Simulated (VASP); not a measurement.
Rh:

```
CELL_PARAMETERS angstrom
2.73098 0.00000 0.00000
-1.36549 2.36510 0.00000
0.00000 0.00000 4.42849
ATOMIC_POSITIONS crystal
Rh 0.66667 0.33333 0.75000
Rh 0.33333 0.66667 0.25000
```

Base run:

* Program: VASP 6.6.1
* Functional: PBEsol
* Potentials or basis: VASP PAW PBE potentials, release 64 (Rh_pv)
* Cutoff: 520 eV
* k mesh: 11 × 11 × 6
* Occupations: gaussian, width 0.1 eV
* Spin: no spin polarisation

Its results: band gap on the k mesh zero (band 15 reaches 11.71 eV, above the bottom of band 16 at 9.50 eV); pressure -13.8 GPa.

Question: The run is repeated on the same cell with these changes: functional from PBEsol to PBE. What comes out?

Answer: Band gap on the k mesh zero (band 15 reaches 11.85 eV, above the bottom of band 16 at 9.65 eV); pressure -3.5 GPa.

PBE binds less tightly than PBEsol, so the same cell stands under more pressure.

Caveats: the PAW data sets were made with another functional, which shifts forces and pressure a little (some runs).
